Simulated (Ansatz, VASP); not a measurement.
**MgCd2Te3: VASP beside Ansatz**

```
Mg Cd Te
1.0
     4.30032    0.00000    0.00000
    -2.15016    3.72418    0.00000
     0.00000    0.00000   10.53358
Mg Cd Te
1 2 3
Direct
  0.33333 0.66667 0.66667
  0.00000 0.00000 0.00000
  0.66667 0.33333 0.33333
  0.00000 0.00000 0.75000
  0.33333 0.66667 0.41667
  0.66667 0.33333 0.08333
```

Alike in both runs: task relaxation of cell and atoms; functional PBE; k mesh 6 × 6 × 2; occupations gaussian, width 0.1 eV; no spin polarisation.

|  | VASP | Ansatz |
| --- | --- | --- |
| version | VASP 6.6.1 | Ansatz 0.2.0 |
| potentials or method | VASP PAW PBE potentials, release 64 (Mg, Cd, Te), cutoff 600 eV | scalar-relativistic, plane waves, PAW |
| valence electrons in the cell | 44 | 98 |

```tsv
	VASP	Ansatz	Ansatz less VASP
gap on the k mesh at the Fermi level, each at its own relaxed structure (eV)	0.98	1.01	+0.023
relaxed volume (Å³/atom)	35.69	35.46	-0.229
relaxed cell length with the largest relative difference (Å)	11.390	11.363	-0.0271
```

VASP's potentials hold 44 valence electrons a cell and Ansatz's 98, so a difference there can come from the potentials and not from the codes.

Neither program's run includes spin-orbit coupling. Noted on VASP's run: the volume moved by over 15 % at a fixed basis, so the end points are rough.
